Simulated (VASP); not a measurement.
Runs of VASP 6.6.1 on CaO. The structure is that of space group I4/mmm (No. 139), or close to it. The cells are those of the table. 

```csv
cell,gap on the mesh (eV),pressure (GPa),largest force (eV/Å)
"a = 8.950 Å, angles 158.2, 158.2, 31.0°, 4 atoms",2.06,(a),0.22
"a = 8.775 Å, angles 158.2, 158.2, 31.0°, 4 atoms",2.08,1.1,0.10
"a = 8.834 Å, angles 158.2, 158.2, 31.0°, 4 atoms",2.07,-0.2,0.02
"a = 8.654 Å, angles 158.2, 158.2, 31.0°, 4 atoms",2.08,(b),0.37
```

Alike in all rows: task single point; level PBE; potentials or basis VASP PAW PBE potentials, release 64 (Ca_sv, O); no spin polarisation; k mesh 11 × 11 × 11; cutoff (eV) 520; smearing fermi-dirac 0.05 eV.

Task: Fill in the values left out.

Result: (a) -2.3; (b) 4.1.

Caveats: the cell stands under pressure (at least some runs).

A k mesh can miss the band edges.
